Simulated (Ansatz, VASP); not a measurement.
One calculation of CaF2, two programs

```xyz
3
Lattice="0.0000 2.7310 2.7128 2.7310 0.0000 2.7128 2.7310 2.7310 0.0000" Properties=species:S:1:pos:R:3 pbc="T T T"
Ca    0.0000    0.0000    0.0000
F     1.3655    1.3655    1.3564
F     4.0965    4.0965    4.0692
```

Alike in both runs: task single point; functional r2SCAN; k mesh 6 × 6 × 6; occupations gaussian, width 0.05 eV; no spin polarisation.

|  | VASP | Ansatz |
| --- | --- | --- |
| version | VASP 6.6.1 | Ansatz 0.2.0 |
| potentials or method | VASP PAW PBE potentials, release 64 (Ca_sv, F), cutoff 660 eV | plane waves, PAW |
| valence electrons in the cell | 24 | 24 |

Ansatz gave:

- pressure (GPa): -0.5
- traceless stress, the component that is largest in VASP (GPa): 0.54

Task: What did VASP give for the same quantities?

Result: Pressure (GPa): -0.1; traceless stress, the component that is largest in VASP (GPa): 0.54.

VASP's potentials were made for PBE, not for r2SCAN.
